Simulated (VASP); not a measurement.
Set up this calculation in VASP 6.6.1, as the native input.

```
Task                   : single point
Functional             : r2SCAN
Potentials or basis    : VASP PAW PBE potentials, release 64 (Cu)
Cutoff                 : 650 eV
k mesh                 : 1 × 1 × 1
Occupations            : gaussian, width 0.1 eV
Spin                   : no spin polarisation
Dipole correction      : no
Second try             : not_converged
Further INCAR settings : ALGO = All; EDIFF = 1e-06; NBANDS = 12
```

Crystal: Cu.

```
CELL_PARAMETERS angstrom
-1.44279 1.44279 1.37608
1.44279 -1.44279 1.37608
1.44279 1.44279 -1.37608
ATOMIC_POSITIONS crystal
Cu 0.00000 0.00000 0.00000
```

The input as run:

POSCAR

```
Cu
1.0
   -1.4427933200      1.4427933200      1.3760814500
    1.4427933200     -1.4427933200      1.3760814500
    1.4427933200      1.4427933200     -1.3760814500
Cu
1
Direct
    0.0000000000      0.0000000000      0.0000000000
```

INCAR.step1

```
PREC     = Accurate       # precision mode
ENCUT    = 650            # plane-wave cutoff, eV
ISMEAR   = 0              # smearing method
SIGMA    = 0.1            # smearing width, eV
LREAL    = False          # projectors in reciprocal space
LASPH    = True           # aspherical terms in the spheres
NELM     = 300            # most SCF steps
NBANDS   = 12             # bands
GGA      = PE             # functional
ALGO     = All            # electronic algorithm
EDIFF    = 1E-5           # SCF threshold, eV
LWAVE    = True           # write WAVECAR
LCHARG   = False          # write CHGCAR
GGA_COMPAT= False        
ISEARCH  = 1
```

INCAR.step2

```
PREC     = Accurate       # precision mode
ENCUT    = 650            # plane-wave cutoff, eV
EDIFF    = 1E-6           # SCF threshold, eV
ISMEAR   = 0              # smearing method
SIGMA    = 0.1            # smearing width, eV
LREAL    = False          # projectors in reciprocal space
LASPH    = True           # aspherical terms in the spheres
NELM     = 300            # most SCF steps
ALGO     = All            # electronic algorithm
ISIF     = 2              # what is computed and relaxed
LWAVE    = False          # write WAVECAR
LCHARG   = False          # write CHGCAR
METAGGA  = R2SCAN         # meta-GGA
LMIXTAU  = True         
NBANDS   = 12             # bands
ISTART   = 1            
GGA_COMPAT= False        
ISEARCH  = 1
```

KPOINTS

```
Automatic mesh
0
Gamma
  1 1 1
```

Potentials or basis: VASP PAW PBE potentials, release 64 (Cu).

The run is started by

```bash
$ cat potpaw_PBE.64/Cu/POTCAR > POTCAR
$ cp INCAR.step1 INCAR
$ mpirun -np 4 vasp_gam > vasp.out
$ cp INCAR.step2 INCAR
$ mpirun -np 4 vasp_gam > vasp.out
```

Results of the run:

| Property | Result |
| --- | --- |
| Pressure | -98.1 GPa |
| Band gap on the k mesh | zero (an odd number of electrons rules out a gap without spin polarisation) |

Caveat: the k points lie up to 3.15 Å⁻¹ apart, too coarse for converged energies and pressures of a metal; the PAW data sets were made with another functional, which shifts forces and pressure a little.

Wall time 7.7 s on 4 MPI ranks on Intel(R) Xeon(R) 6975P-C (Granite Rapids), with other jobs on the host, peak memory 0.09 GiB a rank.
